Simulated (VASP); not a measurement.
Write the native input for VASP 6.6.1 that does the following.

```yaml
Task: single point
Functional: r2SCAN
Potentials_or_basis: VASP PAW PBE potentials, release 64 (B, As)
Cutoff: 520 eV
k_mesh: 12 × 12 × 4
Occupations: gaussian, width 0.01 eV
Spin: no spin polarisation
Dipole_correction: no
Further_INCAR_settings: ALGO = Normal; EDIFF = 1e-06; NBANDS = 16
```

BAs:

```
CELL_PARAMETERS angstrom
3.36586 0.00000 0.00000
-1.68293 2.91492 0.00000
0.00000 0.00000 8.59769
ATOMIC_POSITIONS crystal
B 0.33333 0.66667 0.25000
B 0.66667 0.33333 0.75000
As 0.66667 0.33333 0.25000
As 0.33333 0.66667 0.75000
```

This cell differs from its parent crystal: uniaxial z strain -1.7%.

The input as run:

POSCAR

```
BAs
1.0
    3.3658576581      0.0000000000      0.0000000000
   -1.6829288290      2.9149182375      0.0000000000
    0.0000000000      0.0000000000      8.5976850882
B As
2 2
Direct
    0.3333333333      0.6666666667      0.2500000000
    0.6666666667      0.3333333333      0.7500000000
    0.6666666667      0.3333333333      0.2500000000
    0.3333333333      0.6666666667      0.7500000000
```

INCAR.step1

```
PREC = Accurate
ENCUT = 520
ISMEAR = 0
SIGMA = 0.01
LREAL = F
LASPH = T
NELM = 60
NBANDS = 16
GGA = PE
ALGO = Normal
EDIFF = 1E-4
LWAVE = T
LCHARG = F
```

INCAR.step2

```
PREC = Accurate
ENCUT = 520
EDIFF = 1E-6
ISMEAR = 0
SIGMA = 0.01
LREAL = F
LASPH = T
NELM = 60
ALGO = Normal
ISIF = 2
LWAVE = F
LCHARG = F
METAGGA = R2SCAN
LMIXTAU = T
NBANDS = 16
ISTART = 1
```

KPOINTS

```
Automatic mesh
0
Gamma
  12 12 4
```

Potentials or basis: VASP PAW PBE potentials, release 64 (B, As).

Launch:

```sh
$ cat potpaw_PBE.64/B/POTCAR potpaw_PBE.64/As/POTCAR > POTCAR
$ cp INCAR.step1 INCAR
$ mpirun -np 1 vasp_std > vasp.out
$ cp INCAR.step2 INCAR
$ mpirun -np 1 vasp_std > vasp.out
```

It gave:

* Pressure: 0.3 GPa
* Band gap on the k mesh: 0.95 eV

Caveat: the cell differs from its parent crystal (uniaxial z strain -1.7%); the PAW data sets were made with another functional, which shifts forces and pressure a little.

Wall time 5.3 min on 1 thread of Intel(R) Xeon(R) Platinum 8259CL CPU @ 2.50GHz (Skylake/Cascade Lake), on a shared host, peak memory 0.26 GiB.
